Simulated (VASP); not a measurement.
Au, 2 atoms in the cell. The structure is hexagonal, space group P6_3/mmc (No. 194). Conventional cell: a = 2.866 Å, b = 2.866 Å, c = 4.785 Å, α = 90.00°, β = 90.00°, γ = 120.00°. Within 3.8 Å of Au (site symmetry -6m2) lie 12 Au at 2.87 to 2.91 Å. 

| Property | Result |
| --- | --- |
| Program | VASP 6.6.1 |
| Task | single point |
| Functional | PBEsol |
| Potentials or basis | VASP PAW PBE potentials, release 64 (Au) |
| Cutoff | 500 eV |
| k mesh | 9 × 9 × 5 |
| Occupations | gaussian, width 0.1 eV |
| Spin | no spin polarisation |
| Dipole correction | no |
| Further INCAR settings | ALGO = Normal; EDIFF = 1e-06; NBANDS = 18 |

Potentials or basis: VASP PAW PBE potentials, release 64 (Au).

Launch:

```console
$ cat potpaw_PBE.64/Au/POTCAR > POTCAR
$ mpirun -np 1 vasp_std > vasp.out
```

Hardware: 1 thread of Intel Xeon 8259CL, with other jobs on the host.

Estimate the wall time of this run.

Run time: 31 s on 1 thread of Intel Xeon 8259CL, with other jobs on the host, peak memory 0.16 GiB. Counts: scf iterations 11, k points 36.
